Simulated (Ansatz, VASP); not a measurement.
## Two plane-wave programs on W

```
W
1.0
     0.00000    2.29634    2.03000
     2.03000    0.00000    2.03000
     2.03000    2.29634    0.00000
W
1
Cartesian
  0.0000 0.0000 0.0000
```

Change from the starting cell: strain +0.1312 x Voigt [0, 1, 0, 0, 0, 0], atoms carried along.

Alike in both runs: task single point; functional LDA; k mesh 20 × 20 × 20; occupations gaussian, width 0.15 eV; no spin polarisation.

|  | VASP | Ansatz |
| --- | --- | --- |
| version | VASP 6.6.1 | Ansatz 0.2.0 |
| potentials or method | VASP PAW LDA potentials, release 64 (W_sv), cutoff 520 eV | scalar-relativistic, plane waves, PAW |
| valence electrons in the cell | 14 | 14 |

Ansatz gave:

| Item | Value |
| --- | --- |
| gap on the k mesh at the Fermi level (eV) | none |
| pressure (GPa) | -40.0 |
| traceless stress, the component that is largest in VASP (GPa) | 6.00 |

Q: What did VASP give for the same quantities?

A: gap on the k mesh at the Fermi level (eV): none; pressure (GPa): -39.2; traceless stress, the component that is largest in VASP (GPa): 5.95.

LDA's correlation is that of Perdew and Zunger in VASP and of Perdew and Wang (1992) in Ansatz. A gap of «none» marks a metal or a gap that the smearing closes. Both programs put the cell under strong tension, so it lies far from rest at this level.

Spin-orbit coupling is off throughout. Noted on VASP's run: the cell as given lies far from equilibrium.
